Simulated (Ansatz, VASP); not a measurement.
# One calculation of Mg3TeSe2, two programs

The input INCAR:

```
SYSTEM = Mg3TeSe2
ALGO = Normal
EDIFF = 1E-6
ENCUT = 520
GGA = PE
ISIF = 2
ISMEAR = 0
LASPH = .TRUE.
LCHARG = .TRUE.
LELF = .TRUE.
LREAL = .FALSE.
LVHAR = .TRUE.
LWAVE = .FALSE.
NBANDS = 21
NELM = 60
PREC = Accurate
SIGMA = 0.02
```

KPOINTS

```
k-points
0
G
  12 12 4
  0 0 0
```

The input POSCAR:

```
Mg3TeSe2
1.0
    4.0077261996      0.0000000000      0.0000000000
   -2.0038630998      3.4707927003      0.0000000000
    0.0000000000      0.0000000000      9.8229679000
Mg Te Se
3 1 2
Direct
    0.3333333333      0.6666666667      0.1817390000
    0.6666666667      0.3333333333      0.8182610000
    0.0000000000      0.0000000000      0.5000000000
    0.0000000000      0.0000000000      0.0000000000
    0.3333333333      0.6666666667      0.6593450000
    0.6666666667      0.3333333333      0.3406550000
```

Input for Ansatz:

```yaml
crystal:
  lattice:
    - [4.0077261996, 0.0, 0.0]
    - [-2.0038630998, 3.4707927003, 0.0]
    - [0.0, 0.0, 9.8229679]
  atoms:
    - { symbol: Mg, position: [0.3333333333, 0.6666666667, 0.181739] }
    - { symbol: Mg, position: [0.6666666667, 0.3333333333, 0.818261] }
    - { symbol: Mg, position: [0.0, 0.0, 0.5] }
    - { symbol: Te, position: [0.0, 0.0, 0.0] }
    - { symbol: Se, position: [0.3333333333, 0.6666666667, 0.659345] }
    - { symbol: Se, position: [0.6666666667, 0.3333333333, 0.340655] }
basis:
  ecutwfc: 420
kpoints:
  mp_grid: { grid: [12, 12, 4] }
  band_path: { path: [VBM, CBM], npoints: 2 }
hamiltonian:
  xc: pbe
scf:
  occupations: { method: gaussian, width: 0.02 }
output:
  forces: false
  stress: false
  eigenvalues: true
checkpoint:
  read: start.run
  write: ck
  compress: false
  write_wavefunctions: false
  write_every: 100000
```

Alike in both runs: task single point; functional PBE; k mesh 12 × 12 × 4; occupations gaussian, width 0.02 eV; no spin polarisation.

|  | VASP | Ansatz |
| --- | --- | --- |
| version | VASP 6.6.1 | Ansatz 0.2.0 |
| potentials or method | VASP PAW PBE potentials, release 64 (Mg, Te, Se), cutoff 520 eV | scalar-relativistic, plane waves, PAW |
| valence electrons in the cell | 24 | 78 |

|  | VASP | Ansatz | Ansatz less VASP |
| --- | --- | --- | --- |
| gap on the k mesh at the Fermi level (eV) | 0.47 | 0.50 | +0.028 |
| least direct gap on the mesh (eV) | 1.19 | 1.21 | +0.018 |

VASP's potentials hold 24 valence electrons a cell and Ansatz's 78, so a difference there can come from the potentials and not from the codes.

Spin-orbit coupling is off throughout.
